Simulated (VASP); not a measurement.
# Ge: single point with PBE

Ge:

```
Ge
1.0
     1.91701   -1.91697    0.00000
     1.91701    1.91697    0.00000
     0.00000    0.00000    2.71071
Ge
1
Direct
  0.50000 0.50000 0.00000
```

The cell was generated, and may not be a known phase.

```json
{"Program": "VASP 6.6.1", "Task": "single point", "Functional": "PBE", "Potentials or basis": "VASP PAW PBE potentials, release 64 (Ge_d)", "Cutoff": "520 eV", "k mesh": "20 × 20 × 20", "Occupations": "gaussian, width 0.1 eV", "Spin": "no spin polarisation", "Dipole correction": "no", "Further INCAR settings": "ALGO = Normal; EDIFF = 1e-06; NBANDS = 13"}
```

- Pressure: 0.0 GPa
- Band gap on the k mesh: zero (bands 7 and 8 overlap by 9.10 eV)

Levels at points of the mesh, in eV from the Fermi level:
```
           k point  band 4  band 5  band 6  band 7  band 8  band 9  band 10  band 11
(0.00, 0.00, 0.00)  -24.41  -24.41  -12.71    6.60    6.60    6.60    10.04    10.04
(0.50, 0.00, 0.00)  -24.46  -24.41   -9.00   -5.55    9.44    9.45    13.24    15.20
(0.50, 0.50, 0.00)  -24.47  -24.34   -5.08   -2.50   -2.50    3.21    12.23    19.35
(0.00, 0.00, 0.50)  -24.46  -24.41   -9.00   -5.55    9.45    9.45    13.24    15.20
(0.50, 0.00, 0.50)  -24.47  -24.34   -5.07   -2.50   -2.50    3.21    12.23    19.34
(0.50, 0.50, 0.50)  -24.33  -24.33   -0.54    0.35    0.35    0.35     6.91     6.91
```

It took 58 s on 1 thread of Intel(R) Xeon(R) 6975P-C (Granite Rapids), with other jobs on the host, peak memory 0.37 GiB.
